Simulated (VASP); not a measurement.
# K (P6_3/mmc) in VASP: a series of runs, part 2 of 2

VASP 6.6.1. Earlier steps stand in the parts before.

### 4 Single point, PBEsol

INCAR

```
PREC     = Accurate       # precision mode
ENCUT    = 520            # plane-wave cutoff, eV
EDIFF    = 1E-7           # SCF threshold, eV
ISMEAR   = 0              # smearing method
SIGMA    = 0.025          # smearing width, eV
LREAL    = False          # projectors in reciprocal space
LASPH    = True           # aspherical terms in the spheres
NELM     = 60             # most SCF steps
ALGO     = Normal         # electronic algorithm
ISIF     = 2              # what is computed and relaxed
LWAVE    = False          # write WAVECAR
LCHARG   = False          # write CHGCAR
GGA      = PS             # functional
NBANDS   = 16             # bands
```

KPOINTS

```
regular mesh
0
Gamma
  10 10 5
```

POSCAR

```
K
1.0
    3.9366040416      0.0000000000      0.0000000000
   -1.9683020208      3.4091991047      0.0000000000
    0.0000000000      0.0000000000      6.3772985475
K
2
Direct
    0.3333333333      0.6666666667      0.2500000000
    0.6666666667      0.3333333333      0.7500000000
```

Started as:

```sh
> cat potpaw_PBE.64/K_sv/POTCAR > POTCAR
> mpirun -np 1 vasp_std > vasp.out
```

It took 75 s on 1 thread of Intel Xeon Platinum 8488C (Sapphire Rapids), shared host; peak memory 0.21 GiB.

Results (log left out):

* Free energy: -1.6919 eV
* Pressure: 4.8 GPa
* Band gap on the k mesh: zero (bands 9 and 10 overlap by 2.26 eV)

Stress tensor (GPa, compression positive):
```
4.81 0.00 0.00
0.00 4.81 0.00
0.00 0.00 4.90
```

Levels at points of the mesh, in eV from the Fermi level:
```csv
k point,band 7,band 8,band 9,band 10,band 11,band 12
"(0.00, 0.00, 0.00)",-15.29,-15.29,-3.02,0.17,1.02,4.38
"(0.50, 0.00, 0.00)",-15.38,-15.34,0.11,0.37,1.28,1.73
```

Caveat: the cell stands under pressure; the PAW data sets were made with another functional, which shifts forces and pressure a little.

### 5 Single point, PBEsol

This run uses another cell than the first one, of 49.93 Å³/atom.

INCAR

```
PREC = Accurate ; ENCUT = 520
EDIFF = 1E-6 ; ISMEAR = -1
SIGMA = 0.05 ; LREAL = False
LASPH = True ; NELM = 80
ALGO = Normal ; ISIF = 2
LWAVE = False ; LCHARG = False
GGA = PS ; NBANDS = 16
```

KPOINTS

```
Automatic mesh
0
Gamma
  10 10 5
```

POSCAR

```
K
1.0
    4.1441677867      0.0000000000      0.0000000000
   -2.0720838934      3.5889545808      0.0000000000
    0.0000000000      0.0000000000      6.7135518146
K
2
Direct
    0.3333333333      0.6666666667      0.2500000000
    0.6666666667      0.3333333333      0.7500000000
```

Potentials or basis: VASP PAW PBE potentials, release 64 (K_sv).

Started as:

```sh
> cat potpaw_PBE.64/K_sv/POTCAR > POTCAR
> mpirun -np 1 vasp_std > vasp.out
```

OUTCAR:

```text
PREC = Accurate
   ENCUT = 520
   EDIFF = 1E-6
   ISMEAR = -1
   LREAL = False
   LASPH = True
   NELM = 80
   ISIF = 2
   GGA = PS

 ion  position               nearest neighbor table
   1  0.333  0.667  0.250-
   2  0.667  0.333  0.750-

  LATTYP: Found a hexagonal cell.
 ALAT       =     4.1441677867
 C/A-ratio  =     1.6200000000

  Lattice vectors:

 A1 = (   4.1441677867,   0.0000000000,   0.0000000000)
[... 640 lines left out ...]
     16       6.5121      0.00000

 [... further k-points ...]

------------------------ aborting loop because EDIFF is reached ----------------------------------------

  FORCE on cell =-STRESS in cart. coord.  units (eV):
  Direction    XX          YY          ZZ          XY          YZ          ZX
  --------------------------------------------------------------------------------------
  -------------------------------------------------------------------------------------
  Total        1.5596986      1.5596986      1.6072286     -0.0000000      0.0000000      0.0000000
  in kB       25.0261256     25.0261256     25.7887683     -0.0000000      0.0000000      0.0000000
  external PRESSURE =      25.2803398 kB  Pullay stress =       0.0000000 kB

 VOLUME and BASIS-vectors are now :
 -----------------------------------------------------------------------------
  energy-cutoff  :      520.00
  volume of cell :       99.85
      direct lattice vectors                 reciprocal lattice vectors
     4.144167787  0.000000000  0.000000000     0.241302971  0.139316335  0.000000000
    -2.072083893  3.588954581  0.000000000     0.000000000  0.278632671  0.000000000
     0.000000000  0.000000000  6.713551815     0.000000000  0.000000000  0.148952451

 POSITION                                       TOTAL-FORCE (eV/Angst)
 -----------------------------------------------------------------------------------
     -0.00000      2.39264      1.67839        -0.000000      0.000000      0.000000
      2.07208      1.19632      5.03516         0.000000     -0.000000      0.000000
 -----------------------------------------------------------------------------------
    total drift:                               -0.000000      0.000000     -0.000000

  FREE ENERGIE OF THE ION-ELECTRON SYSTEM (eV)
  ---------------------------------------------------
  free  energy   TOTEN  =        -2.0176295762 eV

  energy  without entropy=       -2.0049052024  energy(sigma->0) =       -2.01126739
```

stdout:

```text
POSCAR found type information on POSCAR K
 POSCAR found :  1 types and       2 ions
 scaLAPACK will be used
 -----------------------------------------------------------------------------
|                                                                             |
|                                                                             |
|     You enforced a specific xc type in the INCAR file but a different       |
|     I HOPE YOU KNOW WHAT YOU ARE DOING!                                     |
|                                                                             |
 -----------------------------------------------------------------------------

 LDA part: xc-table for (Slater+PW92), standard interpolation
 POSCAR, INCAR and KPOINTS ok, starting setup
 FFT: planning ... GRIDC
 FFT: planning ... GRID_SOFT
 FFT: planning ... GRID
 WAVECAR not read
 entering main loop
```

Wall time 46 s (1 thread of Intel Xeon Platinum 8488C (Sapphire Rapids), shared host); peak memory 0.24 GiB.

Results:

| Item | Value |
| --- | --- |
| Free energy | -2.0176 eV |
| Pressure | 2.5 GPa |
| Band gap on the k mesh | zero (bands 9 and 10 overlap by 2.17 eV) |

Stress tensor (GPa, compression positive):
```
2.50 0.00 0.00
0.00 2.50 0.00
0.00 0.00 2.58
```

Caveat: the PAW data sets were made with another functional, which shifts forces and pressure a little.

### 6 Single point, PBEsol (49.93 Å³/atom)

This run uses another cell than the first one, of 49.93 Å³/atom.

INCAR

```
SYSTEM = K
PREC = Accurate
ENCUT = 520
EDIFF = 1E-7
ISMEAR = -1
SIGMA = 0.05
LREAL = .FALSE.
LASPH = .TRUE.
NELM = 60
ALGO = Normal
ISIF = 2
LWAVE = .FALSE.
LCHARG = .FALSE.
GGA = PS
NBANDS = 16
```

KPOINTS

```
regular mesh
0
G
  10 10 5
  0 0 0
```

POSCAR is that of step 5.

Potentials or basis: VASP PAW PBE potentials, release 64 (K_sv).

Started as:

```sh
> cat potpaw_PBE.64/K_sv/POTCAR > POTCAR
> mpirun -np 1 vasp_std > vasp.out
```

It took 44 s on 1 thread of Intel Xeon Platinum 8488C (Sapphire Rapids), shared host; peak memory 0.24 GiB.

Results (log left out):

```yaml
Free_energy: -2.0176 eV
Pressure: 2.5 GPa
Band_gap_on_the_k_mesh: zero (bands 9 and 10 overlap by 2.17 eV)
```

Stress tensor (GPa, compression positive):
```
2.50 0.00 0.00
0.00 2.50 0.00
0.00 0.00 2.58
```

Levels at points of the mesh, in eV from the Fermi level:
```tsv
k point	band 6	band 7	band 8	band 9	band 10	band 11	band 12	band 13
(0.00, 0.00, 0.00)	-15.30	-15.30	-15.30	-2.76	0.27	0.84	4.34	4.34
(0.50, 0.00, 0.00)	-15.39	-15.36	-15.33	0.12	0.32	1.46	1.85	2.74
```

Caveat: the PAW data sets were made with another functional, which shifts forces and pressure a little.

### 7 The runs side by side

```csv
level,cell,smearing,gap on the mesh (eV),pressure (GPa)
PBEsol,"a = 3.937, b = 3.937, c = 6.377 Å, angles 90.0, 90.0, 120.0°, 2 atoms",fermi-dirac 0.05 eV,none,4.8
PBEsol+D3(BJ),"a = 3.937, b = 3.937, c = 6.377 Å, angles 90.0, 90.0, 120.0°, 2 atoms",fermi-dirac 0.05 eV,none,4.0
PBEsol,"a = 3.937, b = 3.937, c = 6.377 Å, angles 90.0, 90.0, 120.0°, 2 atoms",gaussian 0.025 eV,none,4.8
PBEsol,"a = 4.144, b = 4.144, c = 6.714 Å, angles 90.0, 90.0, 120.0°, 2 atoms",fermi-dirac 0.05 eV,none,2.5
```

Alike in all rows: task single point; potentials or basis VASP PAW PBE potentials, release 64 (K_sv); no spin polarisation; k mesh 10 × 10 × 5; cutoff (eV) 520.

The pressure there spans 4.0 GPa (PBEsol+D3(BJ)) to 4.8 GPa (PBEsol); a positive pressure means that this level wants a larger cell, a negative one a smaller.

Caveats: the PAW data sets were made with another functional, which shifts forces and pressure a little; the cell stands under pressure (at least some runs); three body term missing (at least some runs).

Absolute energies hang on the potentials; compare differences alone.
